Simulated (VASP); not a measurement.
Crystal: TiN.

```
CELL_PARAMETERS angstrom
0.00000 2.07351 2.07351
2.07351 0.00000 2.07351
2.07351 2.07351 0.00000
ATOMIC_POSITIONS crystal
Ti 0.00000 0.00000 0.00000
N 0.50000 0.50000 0.50000
```

Base run:

```yaml
Program: VASP 6.6.1
Functional: PBEsol
Potentials_or_basis: VASP PAW PBE potentials, release 64 (Ti_sv, N)
Cutoff: 520 eV
k_mesh: 20 × 20 × 20
Occupations: gaussian, width 0.15 eV
Spin: collinear spin
Starting_moments: "[1.0, 0.0] μB"
Fixed_moment: 1 μB
```

Its results: pressure 23.0 GPa; site moments Ti +0.73; N +0.07 μB.

Task: The run is repeated on the same cell with these changes: fixed moment from 1 μB to 0.625 μB; moments at the start from [1.0, 0.0] to [0.62, 0.0]. What comes out?

Result: Pressure 17.2 GPa; site moments Ti +0.47; N +0.04 μB.

Caveats: the cell stands under pressure; the PAW data sets were made with another functional, which shifts forces and pressure a little; the total moment is fixed, so each spin has its own Fermi level.
